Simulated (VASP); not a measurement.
# MgGe2 (P1) in VASP: notebook, part 2 of 2

VASP 6.6.1. The steps go on from the part before.

## Step 3: Single point, PBE

File INCAR:

```
SYSTEM = MgGe2
PREC     = Accurate       ! precision mode
ENCUT    = 520            ! plane-wave cutoff, eV
EDIFF    = 1E-6           ! SCF threshold, eV
ISMEAR   = 0              ! smearing method
SIGMA    = 0.025          ! smearing width, eV
LREAL    = .False.        ! projectors in reciprocal space
LASPH    = .True.         ! aspherical terms in the spheres
NELM     = 60             ! most SCF steps
ALGO     = Normal         ! electronic algorithm
ISIF     = 2              ! what is computed and relaxed
LWAVE    = .False.        ! write WAVECAR
LCHARG   = .False.        ! write CHGCAR
GGA      = PE             ! functional
NBANDS   = 39             ! bands
```

File KPOINTS:

```
Automatic mesh
0
Gamma
  6 6 3
  0 0 0
```

File POSCAR:

```
MgGe2
1.0
    5.5214850000     -1.8498460000      0.0000000000
    5.5214850000      1.8498460000      0.0000000000
   -3.2176250000      0.0000000000      6.0077740000
Ge Mg
4 2
Direct
    0.5339380000      0.5297690000      0.2994270000
    0.4660810000      0.4781670000      0.7036410000
    0.8806310000      0.8771360000      0.9876320000
    0.1191580000      0.1231920000      0.0203880000
    0.8090910000      0.8170940000      0.3520260000
    0.1787370000      0.1841300000      0.6529260000
```

Potentials or basis: VASP PAW PBE potentials, release 64 (Ge_d, Mg).

Launch:

```
$ cat potpaw_PBE.64/Ge_d/POTCAR potpaw_PBE.64/Mg/POTCAR > POTCAR
$ mpirun -np 1 vasp_std > vasp.out
```

OUTCAR:

```text
SYSTEM = MgGe2
   PREC = Accurate
   ENCUT = 520
   EDIFF = 1E-6
   ISMEAR = 0
   LREAL = .False.
   LASPH = .True.
   NELM = 60
   ISIF = 2
   GGA = PE

 ion  position               nearest neighbor table
   1  0.534  0.530  0.299-   3 2.72   3 2.72   6 2.85   6 2.87   5 2.95   5 3.18   5 3.21
   2  0.466  0.478  0.704-   4 2.72   4 2.74   5 2.87   5 2.88   6 3.06   6 3.10   6 3.11
   3  0.881  0.877  0.988-   4 2.58   1 2.72   1 2.72   5 2.90   6 2.94   6 2.96
   4  0.119  0.123  0.020-   3 2.58   2 2.72   2 2.74   6 2.88   5 2.91   5 2.92
   5  0.809  0.817  0.352-   2 2.87   2 2.88   3 2.90   4 2.91   4 2.92   1 2.95   1 3.18   1 3.21
                             6 3.54   6 3.55   6 3.59
   6  0.179  0.184  0.653-   1 2.85   1 2.87   4 2.88   3 2.94   3 2.96   2 3.06   2 3.10   2 3.11
                             5 3.54   5 3.55   5 3.59

  LATTYP: Found a base centered monoclinic cell.
 ALAT       =    11.0429700000
 B/A-ratio  =     0.3350268995
 C/A-ratio  =     0.6171495446
 COS(beta)  =    -0.4721273096

  Lattice vectors:

 A1 = (   5.5214850000,  -1.8498460000,   0.0000000000)
 A2 = (   5.5214850000,   1.8498460000,   0.0000000000)
 A3 = (  -3.2176250000,   0.0000000000,   6.0077740000)

Analysis of symmetry for initial positions (statically):
=====================================================================
 Subroutine PRICEL returns:
 Original cell was already a primitive cell.

 Routine SETGRP: Setting up the symmetry group for a
 base centered monoclinic supercell.

 Subroutine GETGRP returns: Found  1 space group operations
 (whereof  1 operations were pure point group operations)
 out of a pool of  4 trial point group operations.

The static configuration has the point symmetry C_1 .

Analysis of symmetry for dynamics (positions and initial velocities):
=====================================================================
 Subroutine PRICEL returns:
 Original cell was already a primitive cell.

 Routine SETGRP: Setting up the symmetry group for a
 base centered monoclinic supercell.

[... 136 lines left out ...]
   LORBIT       =      0    0 simple, 1 ext, 2 COOP (PROOUT), +10 PAW based schemes
   GGA     = PE    functional components
   LHFCALC =     F    Hartree Fock is set to
   AEXX    =    0.0000 exact exchange contribution
   IVDW    =     0    specifies the selected vdW correction
   LEPSILON=     F    determine dielectric tensor
   LRPA    =     F    only Hartree local field effects (RPA)
 non-spin polarized calculation
 Gauss-broadening in eV      SIGMA  =   0.03
  energy-cutoff  :      520.00
  volume of cell :      122.73
 maximum number of plane-waves:      3319
 NGX is ok and might be reduce to    48
   NGX = 21   NGY = 21   NGZ = 25

 number of electron      60.0000005 magnetization

 Free energy of the ion-electron system (eV)
  ---------------------------------------------------
  ext. energy  EPLUGINS =         0.00000000
  ---------------------------------------------------
  free energy    TOTEN  =       -20.80536575 eV

  energy without entropy =      -20.80454144  energy(sigma->0) =      -20.80495360

 E-fermi :   5.0557     XC(G=0): -10.1376

 val. band max:        5.0555696823   @ k =  -0.3333   0.1667  -0.3333
 cond. band min:       5.0637065712   @ k =   0.1667   0.1667  -0.0000
 fundamental gap:      0.0081368888
 Fermi energy:         5.0557130595

 k-point     1 :       0.0000    0.0000    0.0000
  band No.  band energies     occupation
      1     -19.5654      2.00000
      2     -19.5644      2.00000
      3     -19.5627      2.00000
      4     -19.5424      2.00000
      5     -19.5347      2.00000
      6     -19.5316      2.00000
[... 997 lines left out ...]
     38      10.2166      0.00000
     39      10.7427      0.00000

 [... further k-points ...]

------------------------ aborting loop because EDIFF is reached ----------------------------------------

  FORCE on cell =-STRESS in cart. coord.  units (eV):
  Direction    XX          YY          ZZ          XY          YZ          ZX
  --------------------------------------------------------------------------------------
  -------------------------------------------------------------------------------------
  Total       -0.3576464     -1.1610464     -0.3776949     -0.0042725      0.1117422     -0.4901559
  in kB       -4.6690594    -15.1574136     -4.9307921     -0.0557775      1.4587904     -6.3989650
  external PRESSURE =      -8.2524217 kB  Pullay stress =       0.0000000 kB

 VOLUME and BASIS-vectors are now :
 -----------------------------------------------------------------------------
  energy-cutoff  :      520.00
  volume of cell :      122.73
      direct lattice vectors                 reciprocal lattice vectors
     5.521485000 -1.849846000  0.000000000     0.090555349 -0.270292770  0.048499353
     5.521485000  1.849846000  0.000000000     0.090555349  0.270292770  0.048499353
    -3.217625000  0.000000000  6.007774000     0.000000000  0.000000000  0.166451002

 POSITION                                       TOTAL-FORCE (eV/Angst)
 -----------------------------------------------------------------------------------
      4.90980     -0.00771      1.79889        -0.112259      0.025711     -0.145407
      2.94960      0.02236      4.22732        -0.037386     -0.035779      0.111047
      6.52765     -0.00647      5.93347         0.168141      0.008377      0.164215
      1.27253      0.00746      0.12249        -0.179461      0.021986     -0.197307
      7.84627      0.01480      2.11489         0.047625     -0.002607      0.054625
     -0.09731      0.00998      3.92263         0.113340     -0.017687      0.012826
 -----------------------------------------------------------------------------------
    total drift:                                0.000384     -0.000046      0.000492

  FREE ENERGIE OF THE ION-ELECTRON SYSTEM (eV)
  ---------------------------------------------------
  free  energy   TOTEN  =       -20.8053657516 eV

  energy  without entropy=      -20.8045414417  energy(sigma->0) =      -20.80495360
```

OSZICAR:

```text
N       E                     dE             d eps       ncg     rms          rms(c)
DAV:   1     0.562395728062E+03    0.56240E+03   -0.28964E+04  5202   0.373E+03
DAV:   2     0.797394610992E+02   -0.48266E+03   -0.46579E+03  4368   0.883E+02
DAV:   3    -0.153016708622E+02   -0.95041E+02   -0.93164E+02  4925   0.206E+02
DAV:   4    -0.210199734174E+02   -0.57183E+01   -0.56999E+01  5214   0.569E+01
DAV:   5    -0.211509686761E+02   -0.13100E+00   -0.13098E+00  4798   0.101E+01    0.331E+00
DAV:   6    -0.208809875840E+02    0.26998E+00   -0.33090E-01  6716   0.560E+00    0.187E+00
DAV:   7    -0.208088160395E+02    0.72172E-01   -0.20129E-01  4925   0.331E+00    0.516E-01
DAV:   8    -0.208055148675E+02    0.33012E-02   -0.28247E-02  4851   0.188E+00    0.168E-01
DAV:   9    -0.208053822103E+02    0.13266E-03   -0.38897E-03  5193   0.150E+00    0.869E-02
DAV:  10    -0.208053598471E+02    0.22363E-04   -0.52888E-04  6541   0.517E-01    0.394E-02
DAV:  11    -0.208053650328E+02   -0.51857E-05   -0.13923E-04  5454   0.256E-01    0.882E-03
DAV:  12    -0.208053647784E+02    0.25444E-06   -0.35746E-05  5520   0.195E-01    0.563E-03
DAV:  13    -0.208053657516E+02   -0.97326E-06   -0.86142E-06  4404   0.557E-02
   1 F= -.20805366E+02 E0= -.20804954E+02  d E =-.824310E-03
```

It took 3.2 min on 1 thread of Intel Xeon 6975P-C (Granite Rapids), shared host; peak memory 0.46 GiB.

What came out:

- Free energy: -20.8054 eV
- Pressure: -0.8 GPa
- Largest force: 0.268 eV/Å
- Band gap on the k mesh: zero (bands 30 and 31 overlap by 2.12 eV)

Forces in eV/Å, atoms in the order of the input:
```
Ge  -0.112  0.026 -0.145
Ge  -0.037 -0.036  0.111
Ge   0.168  0.008  0.164
Ge  -0.179  0.022 -0.197
Mg   0.048 -0.003  0.055
Mg   0.113 -0.018  0.013
```

Levels at points of the mesh, in eV from the Fermi level:
```csv
k point,band 26,band 27,band 28,band 29,band 30,band 31,band 32,band 33,band 34,band 35
"(0.00, 0.00, 0.00)",-3.58,-3.23,-0.66,0.14,1.06,1.07,2.30,2.47,2.65,3.30
"(0.50, 0.00, 0.00)",-4.08,-3.79,-3.22,-1.41,-1.29,-0.60,0.38,1.62,2.36,3.31
"(0.00, 0.50, 0.00)",-4.07,-3.78,-3.23,-1.38,-1.32,-0.61,0.38,1.60,2.38,3.30
"(0.50, 0.50, 0.00)",-2.22,-1.22,-1.18,0.27,0.46,1.07,1.75,2.64,3.10,3.27
```

The gap in the log of VASP goes by the Fermi energy; the results here count the filled bands.